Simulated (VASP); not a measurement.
Write the native input for VASP 6.6.1 that does the following.

```
Task                   : single point
Functional             : PBE
Potentials or basis    : VASP PAW PBE potentials, release 64 (Be, H)
Cutoff                 : 520 eV
k mesh                 : 5 × 5 × 3
Occupations            : fermi-dirac, width 0.15 eV
Spin                   : no spin polarisation
Dipole correction      : no
Further INCAR settings : LREAL = Auto; ALGO = Normal; EDIFF = 1e-06; NBANDS = 30
```

The structure of Be16H (a cell with a defect) lies in POSCAR:

```
Be16H
1.0
   -2.2900000000     -3.9663960000      0.0000000000
    3.4350000000     -1.9831980000      0.0000000000
    0.0000000000      0.0000000000      7.1768600000
Be H
16 1
Direct
    0.7496136574      0.5073645635     -0.0056403497
    0.4836953671      0.3421814820      0.2501160675
    0.7496139244      0.5073726017      0.5058695586
    0.4992718292      0.3341518163      0.7501135594
    0.4963822424     -0.0036458995     -0.0048291314
    0.2495274978      0.8331720437      0.2501120267
    0.4963785484     -0.0036501089      0.5050520701
    0.2496047507      0.8281536766      0.7501107727
    0.2495830655      0.4963986084     -0.0012271383
    0.0154383067      0.3417684781      0.2501146741
    0.2495824925      0.4963926951      0.5014504951
   -0.0000783016      0.3341358630      0.7501143954
    0.0028517199     -0.0036668301     -0.0048386063
    0.7497543895      0.8153407720      0.2501169035
    0.0028484625     -0.0036719129      0.5050615450
    0.7495947946      0.8372952197      0.7501174608
    0.7493462194      0.1697688042      0.2501453282
```

The input as run:

INCAR

```
PREC = Accurate
ENCUT = 520
EDIFF = 1E-6
ISMEAR = -1
SIGMA = 0.15
LREAL = Auto
LASPH = True
NELM = 100
ALGO = Normal
ISIF = 2
LWAVE = False
LCHARG = False
GGA = PE
NBANDS = 30
```

KPOINTS

```
regular mesh
0
Gamma
  5 5 3
```

Potentials or basis: VASP PAW PBE potentials, release 64 (Be, H).

Launch:

```console
$ cat potpaw_PBE.64/Be/POTCAR potpaw_PBE.64/H/POTCAR > POTCAR
$ mpirun -np 1 vasp_std > vasp.out
```

It gave:

```json
{
  "Pressure": "1.7 GPa",
  "Largest force": "0.038 eV/Å",
  "Band gap on the k mesh": "zero (an odd number of electrons rules out a gap without spin polarisation)"
}
```

It took 88 s on 1 thread of AMD EPYC 9R45 96-Core Processor (Zen 5), with other jobs on the host, peak memory 0.24 GiB.
